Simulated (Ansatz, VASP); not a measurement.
## SnSe2 in VASP and in Ansatz

INCAR

```
ALGO = Normal ; EDIFF = 1E-7
ENCUT = 520 ; GGA = PE
ISIF = 2 ; ISMEAR = 0
LASPH = True ; LCHARG = False
LREAL = False ; LWAVE = False
NBANDS = 20 ; NELM = 60
PREC = Accurate ; SIGMA = 0.05
```

Contents of KPOINTS:

```
k-points
0
Gamma
  12 12 6
```

Contents of POSCAR:

```
SnSe2
1.0
    3.8681637633      0.0000000000      0.0000000000
   -1.9340818816      3.3499280850      0.0000000000
    0.0000000000      0.0000000000      5.9528900000
Sn Se
1 2
Direct
    0.0000000000      0.0000000000      0.0000000000
    0.3333333333      0.6666666667      0.2500000000
    0.6666666667      0.3333333333      0.7500000000
```

Input for Ansatz:

```yaml
crystal:
  lattice:
    - [3.8681637633, 0.0, 0.0]
    - [-1.9340818816, 3.349928085, 0.0]
    - [0.0, 0.0, 5.95289]
  atoms:
    - { symbol: Sn, position: [0.0, 0.0, 0.0] }
    - { symbol: Se, position: [0.3333333333, 0.6666666667, 0.25] }
    - { symbol: Se, position: [0.6666666667, 0.3333333333, 0.75] }
basis:
  ecutwfc: 420
kpoints:
  mp_grid: { grid: [12, 12, 6] }
hamiltonian:
  xc: pbe
scf:
  occupations: { method: gaussian, width: 0.05 }
output:
  forces: true
  stress: true
  eigenvalues: true
```

Change from the starting cell: strain +0.015 along x and y, -0.030 along z, atoms carried along.

Alike in both runs: task single point; functional PBE; k mesh 12 × 12 × 6; occupations gaussian, width 0.05 eV; no spin polarisation.

```csv
,VASP,Ansatz
version,VASP 6.6.1,Ansatz 0.2.0
potentials or method,"VASP PAW PBE potentials, release 64 (Sn_d, Se), cutoff 520 eV","scalar-relativistic, plane waves, PAW"
valence electrons in the cell,26,46
```

```tsv
	VASP	Ansatz	Ansatz less VASP
gap on the k mesh at the Fermi level (eV)	0.49	0.50	+0.007
least direct gap on the mesh (eV)	0.58	0.59	+0.012
pressure (GPa)	5.3	5.2	-0.08
traceless stress, the component that is largest in VASP (GPa)	2.34	2.34	+0.004
rms of the force components (eV/Å)	0.449	0.442	-0.0072
```

Atom by atom the forces differ by 0.007 eV/Å (rms over components). VASP's potentials hold 26 valence electrons a cell and Ansatz's 46, so a difference there can come from the potentials and not from the codes.
